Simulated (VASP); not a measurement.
# MnSbBrF2 (C2/m) in VASP: a series of runs, part 2 of 2

VASP 6.6.1. The steps go on from the part before.

## (3) Single point, PBE

Input file INCAR:

```
SYSTEM = MnSbBrF2
ALGO     = Normal         ! electronic algorithm
EDIFF    = 1E-6           ! SCF threshold, eV
ENCUT    = 520            ! plane-wave cutoff, eV
GGA      = PE             ! functional
ISIF     = 2              ! what is computed and relaxed
ISMEAR   = -1             ! smearing method
LASPH    = .TRUE.         ! aspherical terms in the spheres
LCHARG   = .FALSE.        ! write CHGCAR
LREAL    = .FALSE.        ! projectors in reciprocal space
LWAVE    = .FALSE.        ! write WAVECAR
NBANDS   = 50             ! bands
NELM     = 80             ! most SCF steps
PREC     = Accurate       ! precision mode
SIGMA    = 0.0767         ! smearing width, eV
```

Input file KPOINTS:

```
k-points
0
G
  5 5 2
  0 0 0
```

Input file POSCAR:

```
MnSbBrF2
1.0
    0.0000000000      3.6394180000      0.0000000000
    5.9866250000     -1.8197090000      0.0000000000
    0.1580930000      0.0000000000     -9.0572370000
Mn Sb F Br
2 2 4 2
Direct
    0.0000000000      0.0000000000      0.5000000000
    0.0000000000      0.0000000000      0.0000000000
    0.2910000000      0.5820000000      0.8094000000
    0.7090000000      0.4180000000      0.1906000000
    0.9240000000      0.8480000000      0.7570000000
    0.0760000000      0.1520000000      0.2430000000
    0.3600000000      0.7200000000      0.0488400000
    0.6400000000      0.2800000000      0.9511600000
    0.3660000000      0.7320000000      0.4299000000
    0.6340000000      0.2680000000      0.5701000000
```

Potentials or basis: VASP PAW PBE potentials, release 64 (Mn_pv, Sb, F, Br).

Launch:

```console
cat potpaw_PBE.64/Mn_pv/POTCAR potpaw_PBE.64/Sb/POTCAR potpaw_PBE.64/F/POTCAR potpaw_PBE.64/Br/POTCAR > POTCAR
mpirun -np 1 vasp_std > vasp.out
```

OUTCAR:

```text
SYSTEM = MnSbBrF2
   EDIFF = 1E-6
   ENCUT = 520
   GGA = PE
   ISIF = 2
   ISMEAR = -1
   LASPH = .TRUE.
   LREAL = .FALSE.
   NELM = 80
   PREC = Accurate

 ion  position               nearest neighbor table
   1  0.000  0.000  0.500-   5 2.48   6 2.48  10 2.51   9 2.51  10 2.51   9 2.51
   2  0.000  0.000  0.000-   5 2.40   6 2.40   8 2.51   7 2.51   8 2.51   7 2.51
   3  0.291  0.582  0.809-   7 2.33   5 2.46   5 2.46
   4  0.709  0.418  0.191-   8 2.33   6 2.46   6 2.46
   5  0.924  0.848  0.757-   2 2.40   3 2.46   3 2.46   1 2.48
   6  0.076  0.152  0.243-   2 2.40   4 2.46   4 2.46   1 2.48
   7  0.360  0.720  0.049-   3 2.33   2 2.51   2 2.51
   8  0.640  0.280  0.951-   4 2.33   2 2.51   2 2.51
   9  0.366  0.732  0.430-   1 2.51   1 2.51
  10  0.634  0.268  0.570-   1 2.51   1 2.51

  LATTYP: Found a base centered monoclinic cell.
 ALAT       =    11.9732500000
 B/A-ratio  =     0.3039624162
 C/A-ratio  =     0.7565712436
 COS(beta)  =    -0.0174522233

  Lattice vectors:

 A1 = (  -5.9866250000,  -1.8197090000,   0.0000000000)
 A2 = (  -5.9866250000,   1.8197090000,   0.0000000000)
 A3 = (   0.1580930000,   0.0000000000,  -9.0572370000)

Analysis of symmetry for initial positions (statically):
=====================================================================
 Subroutine PRICEL returns:
 Original cell was already a primitive cell.

 Routine SETGRP: Setting up the symmetry group for a
 base centered monoclinic supercell.

 Subroutine GETGRP returns: Found  4 space group operations
 (whereof  4 operations were pure point group operations)
 out of a pool of  4 trial point group operations.

The static configuration has the point symmetry C_2h.

Analysis of symmetry for dynamics (positions and initial velocities):
=====================================================================
 Subroutine PRICEL returns:
 Original cell was already a primitive cell.

 Routine SETGRP: Setting up the symmetry group for a
 base centered monoclinic supercell.

 Subroutine GETGRP returns: Found  4 space group operations
 (whereof  4 operations were pure point group operations)
 out of a pool of  4 trial point group operations.

The dynamic configuration has the point symmetry C_2h.

 Subroutine INISYM returns: Found  4 space group operations
 (whereof  4 operations are pure point group operations),
 and found     1 'primitive' translations

----------------------------------------------------------------------------------------

                                     Primitive cell

  volume of cell :     197.3375

  direct lattice vectors                    reciprocal lattice vectors
     0.000000000  3.639418000  0.000000000     0.083519512  0.274769208  0.001457823
     5.986625000 -1.819709000  0.000000000     0.167039024  0.000000000  0.002915646
     0.158093000  0.000000000 -9.057237000     0.000000000  0.000000000 -0.110408947

  length of vectors
     3.639418000  6.257077571  9.058616642     0.287185918  0.167064469  0.110408947

  position of ions in fractional coordinates (direct lattice)
     1.000000000  1.000000000  0.500000000
     0.000000000  0.000000000  0.000000000
     0.291000000  0.582000000  0.809400000
     0.709000000  0.418000000  0.190600000
     0.924000000  0.848000000  0.757000000
     0.076000000  0.152000000  0.243000000
[... 47 lines left out ...]
  0.200000  0.000000 -0.000000      4.000000
  0.400000  0.000000 -0.000000      4.000000
  0.000000  0.200000 -0.000000      2.000000
  0.200000  0.200000  0.000000      4.000000
  0.400000  0.200000 -0.000000      4.000000
[... 10 lines left out ...]
  0.000000  0.400000  0.500000      2.000000
  0.200000  0.400000  0.500000      2.000000
   k-points           NKPTS =     18   k-points in BZ     NKDIM =     18   number of bands    NBANDS=     50
   number of dos      NEDOS =    301   number of ions     NIONS =     10
   total plane-waves  NPLWV =  94080
   dimension x,y,z NGX =    28 NGY =   48 NGZ =   70
   dimension x,y,z NGXF=    56 NGYF=   96 NGZF=  140
   ions per type =               2   2   4   2
   NGX,Y,Z   is equivalent  to a cutoff of  12.79, 12.75, 12.85 a.u.
   NGXF,Y,Z  is equivalent  to a cutoff of  25.58, 25.51, 25.69 a.u.
 SYSTEM =  MnSbBrF2
   PREC   = accura    normal or accurate (medium, high low for compatibility)
   ISTART =      0    job   : 0-new  1-cont  2-samecut
   ICHARG =      2    charge: 1-file 2-atom 10-const
   ISPIN  =      1    spin polarized calculation?
   LNONCOLLINEAR =      F non collinear calculations
   LSORBIT =      F    spin-orbit coupling
   LASPH  =      T    aspherical Exc in radial PAW
   ENCUT  =  520.0 eV  38.22 Ry    6.18 a.u.   6.77 11.63 16.84*2*pi/ulx,y,z
   NELM   =     80;   NELMIN=  2; NELMDL= -5     # of ELM steps
   EDIFF  = 0.1E-05   stopping-criterion for ELM
   LREAL  =      F    real-space projection
   EDIFFG = 0.1E-04   stopping-criterion for IOM
   NSW    =      0    number of steps for IOM
   IBRION =     -1    ionic relax: 0-MD 1-quasi-New 2-CG
   NFREE  =      0    steps in history (QN), initial steepest desc. (CG)
   ISIF   =      2    stress and relaxation
   ISYM   =      2    0-nonsym 1-usesym 2-fastsym
   POTIM  = 0.5000    time-step for ionic-motion
   TEBEG  =    0.0;   TEEND  =   0.0 temperature during run
   PSTRESS=    0.0 pullay stress
   NELECT =      78.0000    total number of electrons
   NUPDOWN=      -1.0000    fix difference up-down
   EMIN   =  10.00;   EMAX   =-10.00  energy-range for DOS
   EFERMI =   0.00;   METHOD = LEGACY
   ISMEAR =    -1;   SIGMA  =   0.08  broadening in eV -4-tet -1-fermi 0-gaus
   EFERMI_NEDOS =   21; number of points for ismear=-14 and -15
   IALGO  =     38    algorithm
   IMIX   =      4    mixing-type and parameters
     AMIX     =   0.40;   BMIX     =  1.00
     AMIX_MAG =   1.60;   BMIX_MAG =  1.00
  volume/ion in A,a.u.               =      19.73       133.17
  Fermi-wavevector in a.u.,A,eV,Ry     =   1.201443  2.270398 19.639533  1.443465
  Thomas-Fermi vector in A             =   2.337252
   LORBIT       =      0    0 simple, 1 ext, 2 COOP (PROOUT), +10 PAW based schemes
   GGA     = PE    functional components
[... 5 lines left out ...]
 non-spin polarized calculation
  energy-cutoff  :      520.00
  volume of cell :      197.34
 maximum number of plane-waves:      5326
   NGX = 13   NGY = 23   NGZ = 33

 number of electron      78.0000026 magnetization

 Free energy of the ion-electron system (eV)
  ---------------------------------------------------
  ext. energy  EPLUGINS =         0.00000000
  ---------------------------------------------------
  free energy    TOTEN  =       -40.64844019 eV

  energy without entropy =      -40.25691978  energy(sigma->0) =      -40.45267999

 E-fermi :   4.4780     XC(G=0):  -9.5101

 val. band max:        4.4778975205   @ k =   0.4000   0.2000   0.5000
 cond. band min:       4.4900579903   @ k =   0.2000   0.0000  -0.0000
 fundamental gap:      0.0121604698
 Fermi energy:         4.4779925407

 k-point     1 :       0.0000    0.0000    0.0000
  band No.  band energies     occupation
      1     -43.2526      2.00000
      2     -43.1732      2.00000
      3     -43.1729      2.00000
      4     -43.1372      2.00000
      5     -43.1338      2.00000
      6     -43.1050      2.00000
[... 943 lines left out ...]
     49       8.0342      0.00000
     50       9.5332      0.00000

------------------------ aborting loop because EDIFF is reached ----------------------------------------

  FORCE on cell =-STRESS in cart. coord.  units (eV):
  Direction    XX          YY          ZZ          XY          YZ          ZX
  --------------------------------------------------------------------------------------
  -------------------------------------------------------------------------------------
  Total       -4.0136844     -7.7426525     -7.4697067      0.0000000      0.0000000      1.4915760
  in kB      -32.5869770    -62.8623520    -60.6463136      0.0000000      0.0000000     12.1100583
  external PRESSURE =     -52.0318809 kB  Pullay stress =       0.0000000 kB

 VOLUME and BASIS-vectors are now :
 -----------------------------------------------------------------------------
  energy-cutoff  :      520.00
  volume of cell :      197.34
      direct lattice vectors                 reciprocal lattice vectors
     0.000000000  3.639418000  0.000000000     0.083519512  0.274769208  0.001457823
     5.986625000 -1.819709000  0.000000000     0.167039024  0.000000000  0.002915646
     0.158093000  0.000000000 -9.057237000     0.000000000  0.000000000 -0.110408947

 POSITION                                       TOTAL-FORCE (eV/Angst)
 -----------------------------------------------------------------------------------
      0.07905      0.00000     -4.52862        -0.000000      0.000000      0.000000
      0.00000      0.00000      0.00000         0.000000      0.000000      0.000000
      3.61218     -0.00000     -7.33093        -0.199776     -0.000000     -0.594266
      2.53254      1.81971     -1.72631         0.199776      0.000000      0.594266
      5.19633      1.81971     -6.85633         0.882257     -0.000000      0.069617
      0.94838      0.00000     -2.20091        -0.882257     -0.000000     -0.069617
      4.31809      0.00000     -0.44236         0.883320     -0.000000      0.548636
      1.82663      1.81971     -8.61488        -0.883320      0.000000     -0.548636
      4.45017      0.00000     -3.89371         0.820040      0.000000     -0.450614
      1.69454      1.81971     -5.16353        -0.820040     -0.000000      0.450614
 -----------------------------------------------------------------------------------
    total drift:                                0.000000      0.000000      0.000000

  FREE ENERGIE OF THE ION-ELECTRON SYSTEM (eV)
  ---------------------------------------------------
  free  energy   TOTEN  =       -40.6484401879 eV

  energy  without entropy=      -40.2569197839  energy(sigma->0) =      -40.45267999
```

It took 3.3 min on 1 thread of Intel Xeon Platinum 8488C (Sapphire Rapids), shared host; peak memory 0.39 GiB.

Results:

```
Free energy            : -40.6484 eV
Pressure               : -5.2 GPa
Largest force          : 1.040 eV/Å
Band gap on the k mesh : zero (bands 39 and 40 overlap by 0.02 eV)
```

Forces on the atoms (eV/Å):
```
Mn   0.000  0.000  0.000
Mn   0.000  0.000  0.000
Sb  -0.200  0.000 -0.594
Sb   0.200  0.000  0.594
F    0.882  0.000  0.070
F   -0.882  0.000 -0.070
F    0.883  0.000  0.549
F   -0.883  0.000 -0.549
Br   0.820  0.000 -0.451
Br  -0.820  0.000  0.451
```

Stress tensor (GPa, compression positive):
```
-3.26  0.00  1.21
 0.00 -6.29  0.00
 1.21  0.00 -6.06
```

Levels at points of the mesh, in eV from the Fermi level:
```csv
k point,band 35,band 36,band 37,band 38,band 39,band 40,band 41,band 42,band 43,band 44
"(0.00, 0.00, 0.00)",-0.43,-0.40,-0.24,-0.21,-0.06,0.02,0.10,0.29,0.76,0.87
"(0.00, 0.00, 0.50)",-0.44,-0.35,-0.20,-0.17,-0.07,0.07,0.29,0.54,0.70,0.75
```

Caveat: the k points lie up to 0.36 Å⁻¹ apart; spin-orbit coupling is left out, which moves the levels of the heavy elements; the run has no spin polarisation, though such a crystal can be magnetic; semilocal functionals often make such compounds metallic where correlation or magnetic order opens a gap, which also shifts bond lengths; forces of over 1 eV/Å act on the atoms, so gaps and moduli don't describe the material at rest. With open d or f shells a metallic result of PBE can be an artefact of self-interaction; +U or a hybrid may open a gap.

## (4) Single point, PBE+U

Input file INCAR:

```
PREC     = Accurate       # precision mode
ENCUT    = 520            # plane-wave cutoff, eV
EDIFF    = 1E-6           # SCF threshold, eV
ISMEAR   = -1             # smearing method
SIGMA    = 0.0767         # smearing width, eV
LREAL    = F              # projectors in reciprocal space
LASPH    = T              # aspherical terms in the spheres
NELM     = 150            # most SCF steps
ALGO     = Normal         # electronic algorithm
ISIF     = 2              # what is computed and relaxed
LWAVE    = F              # write WAVECAR
LCHARG   = F              # write CHGCAR
LMAXMIX  = 4              # l up to which the mixer works
LDAU     = T              # DFT+U
LDAUTYPE = 2            
LDAUL    = 2 -1 -1 -1     # shell
LDAUU    = 4 0 0 0        # U, eV
LDAUJ    = 0 0 0 0      
LDAUPRINT= 1            
GGA      = PE             # functional
NBANDS   = 50             # bands
```

Input file KPOINTS:

```
regular mesh
0
Gamma
  5 5 2
```

POSCAR is that of step 3.

Launch:

```console
cat potpaw_PBE.64/Mn_pv/POTCAR potpaw_PBE.64/Sb/POTCAR potpaw_PBE.64/F/POTCAR potpaw_PBE.64/Br/POTCAR > POTCAR
mpirun -np 1 vasp_std > vasp.out
```

Run time: 5.7 min. Hardware: 1 thread of Intel Xeon Platinum 8488C (Sapphire Rapids), shared host; peak memory 0.4 GiB.

The run converged. Its results:

* Free energy: -35.6398 eV
* Pressure: -3.6 GPa
* Largest force: 1.084 eV/Å
* Band gap on the k mesh: zero (bands 39 and 40 overlap by 0.30 eV)

Forces in eV/Å, atoms in the order of the input:
```
Mn   0.000  0.000  0.000
Mn   0.000  0.000  0.000
Sb  -0.067  0.000 -0.422
Sb   0.067  0.000  0.422
F    0.686  0.000  0.138
F   -0.686  0.000 -0.138
F    0.737  0.000  0.794
F   -0.737  0.000 -0.794
Br   0.235  0.000 -0.295
Br  -0.235  0.000  0.295
```

Stress tensor (GPa, compression positive):
```
-0.75  0.00  0.98
 0.00 -4.07  0.00
 0.98  0.00 -6.08
```

Levels at points of the mesh, in eV from the Fermi level:
| k point | band 35 | band 36 | band 37 | band 38 | band 39 | band 40 | band 41 | band 42 | band 43 | band 44 |
| --- | --- | --- | --- | --- | --- | --- | --- | --- | --- | --- |
| (0.00, 0.00, 0.00) | -0.68 | -0.44 | -0.34 | -0.34 | -0.27 | 0.12 | 0.82 | 1.49 | 2.26 | 2.40 |
| (0.00, 0.00, 0.50) | -0.68 | -0.39 | -0.34 | -0.26 | -0.16 | 0.28 | 0.72 | 0.93 | 2.24 | 2.41 |

Eigenvalues of the final occupation matrices:
| site | spin | trace | eigenvalues |
| --- | --- | --- | --- |
| site 1 d | 1 | 2.60 | 0.05 0.13 0.64 0.88 0.90 |
| site 1 d | 2 | 2.60 | 0.05 0.13 0.64 0.88 0.90 |
| site 2 d | 1 | 2.64 | 0.02 0.03 0.84 0.87 0.88 |
| site 2 d | 2 | 2.64 | 0.02 0.03 0.84 0.87 0.88 |

Caveat: the k points lie up to 0.36 Å⁻¹ apart; spin-orbit coupling is left out, which moves the levels of the heavy elements; the run has no spin polarisation, though such a crystal can be magnetic; U without spin polarisation on a metal has little footing; forces of over 1 eV/Å act on the atoms, so gaps and moduli don't describe the material at rest. Spin polarisation is off, so any magnetic state and its effect on volume and gap are missing.

The gap in the log of VASP goes by the Fermi energy; the results here count the filled bands.